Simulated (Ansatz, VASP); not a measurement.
## One calculation of MoS2, two programs

```
Mo S
1.0
     6.29945    0.00000    0.00000
    -3.14972    5.45548    0.00000
     0.00000    0.00000    6.64754
Mo S
4 8
Direct
  0.52083 0.51042 0.98527
  0.50000 0.00000 0.00000
  0.00000 0.50000 0.00000
  0.00000 0.00000 0.00000
  0.16667 0.33333 0.23567
  0.16667 0.83333 0.23567
  0.66667 0.33333 0.23567
  0.66667 0.83333 0.23567
  0.16667 0.33333 0.76433
  0.16667 0.83333 0.76433
  0.66667 0.33333 0.76433
  0.66667 0.83333 0.76433
```

Alike in both runs: task single point; functional PBE; dispersion D3(BJ); k mesh 6 × 6 × 4; occupations gaussian, width 0.05 eV; no spin polarisation.

|  | VASP | Ansatz |
| --- | --- | --- |
| version | VASP 6.6.1 | Ansatz 0.2.0 |
| potentials or method | VASP PAW PBE potentials, release 64 (Mo_sv, S), cutoff 520 eV | scalar-relativistic, plane waves, PAW |
| valence electrons in the cell | 104 | 104 |

|  | VASP | Ansatz | Ansatz less VASP |
| --- | --- | --- | --- |
| gap on the k mesh at the Fermi level (eV) | 1.03 | 1.02 | -0.012 |
| least direct gap on the mesh (eV) | 1.47 | 1.47 | -0.001 |
| pressure (GPa) | 0.3 | 0.5 | +0.13 |
| traceless stress, the component that is largest in VASP (GPa) | -0.48 | -0.48 | -0.004 |
| rms of the force components (eV/Å) | 0.730 | 0.732 | +0.0019 |

Atom by atom the forces differ by 0.007 eV/Å (rms over components).
